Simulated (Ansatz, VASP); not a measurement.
ZrMo2C2 in VASP and in Ansatz

```
CELL_PARAMETERS angstrom
4.34736 0.00000 0.00000
-2.17368 3.76492 0.00000
0.00000 0.00000 5.70410
ATOMIC_POSITIONS crystal
Zr 0.00000 0.00000 0.00000
Mo 0.33333 0.66667 0.50000
Mo 0.66667 0.33333 0.50000
C 0.00000 0.00000 0.71413
C 0.00000 0.00000 0.28587
```

Alike in both runs: task relaxation of cell and atoms; functional PBE; k mesh 6 × 6 × 4; occupations gaussian, width 0.1 eV; no spin polarisation.

|  | VASP | Ansatz |
| --- | --- | --- |
| version | VASP 6.6.1 | Ansatz 0.2.0 |
| potentials or method | VASP PAW PBE potentials, release 64 (Zr_sv, Mo_sv, C), cutoff 600 eV | scalar-relativistic, plane waves, PAW |
| valence electrons in the cell | 48 | 48 |

Ansatz gave:

* gap on the k mesh at the Fermi level, each at its own relaxed structure (eV): none
* relaxed volume (Å³/atom): 17.01
* relaxed cell length with the largest relative difference (Å): 4.194

Problem. Which values does VASP return?

Solution. gap on the k mesh at the Fermi level, each at its own relaxed structure (eV): none; relaxed volume (Å³/atom): 17.05; relaxed cell length with the largest relative difference (Å): 4.198.

A gap of «none» marks a metal or a gap that the smearing closes.
